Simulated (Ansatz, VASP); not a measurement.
**Ge in VASP and in Ansatz**

```
Ge
1.0
    -2.57449    2.57449    1.39741
     2.57449   -2.57449    1.39741
     2.57449    2.57449   -1.39741
Ge
2
Direct
  0.24827 0.73387 0.47991
  0.50200 0.50594 0.99107
```

Alike in both runs: task single point; functional r2SCAN; k mesh 8 × 8 × 6; no spin polarisation.

|  | VASP | Ansatz |
| --- | --- | --- |
| version | VASP 6.6.1 | Ansatz 0.2.0 |
| potentials or method | VASP PAW PBE potentials, release 64 (Ge_d), cutoff 520 eV | plane waves, PAW |
| occupations | methfessel-paxton of order 1, width 0.1 eV | cold, width 0.1 eV |
| valence electrons in the cell | 28 | 28 |

|  | VASP | Ansatz | Ansatz less VASP |
| --- | --- | --- | --- |
| pressure (GPa) | 0.9 | 0.9 | 0.00 |
| traceless stress, the component that is largest in VASP (GPa) | 2.62 | 2.72 | +0.100 |
| rms of the force components (eV/Å) | 0.110 | 0.110 | +0.0001 |

VASP's potentials were made for PBE, not for r2SCAN. Atom by atom the forces differ by 0.001 eV/Å (rms over components). Ansatz's warnings: stress scf threshold loose.
